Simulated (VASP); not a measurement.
Input of a VASP 6.6.1 run:

Contents of INCAR:

```
SYSTEM = BN
PREC = Accurate
ENCUT = 600
EDIFF = 1E-8
ISMEAR = -1
SIGMA = 0.05
LREAL = .FALSE.
LASPH = .TRUE.
NELM = 60
ALGO = Normal
ISIF = 3
LWAVE = .FALSE.
LCHARG = .FALSE.
GGA = CA
IBRION = 6
NFREE = 2
POTIM = 0.015
NSW = 1
```

File KPOINTS:

```
regular mesh
0
G
  10 10 10
  0 0 0
```

The input POSCAR:

```
BN
1.0
    0.0000000000      1.8130010000      1.8130010000
    1.8130010000      0.0000000000      1.8130010000
    1.8130010000      1.8130010000      0.0000000000
N B
1 1
Direct
    0.2500000000      0.2500000000      0.2500000000
    0.0000000000      0.0000000000      0.0000000000
```

Potentials or basis: VASP PAW LDA potentials, release 64 (N, B).

Run with:

```sh
$ cat potpaw_LDA.64/N/POTCAR potpaw_LDA.64/B/POTCAR > POTCAR
$ mpirun -np 1 vasp_std > vasp.out
```

Q: What does it give for the elastic constants C11, C12, C44?

A: 771, 162, 435 GPa.

Q: Predict the Voigt bulk modulus.

A: 365 GPa.

Q: What does it give for the highest phonon frequency at Γ, LO-TO splitting left out?

A: 1022 cm⁻¹.

Clamped-ion elastic tensor (GPa):
```
771 162 162   0   0   0
162 771 162   0   0   0
162 162 771   0   0   0
  0   0   0 436   0   0
  0   0   0   0 436   0
  0   0   0   0   0 436
```

Caveat: the cell is under stress, which shifts elastic constants.
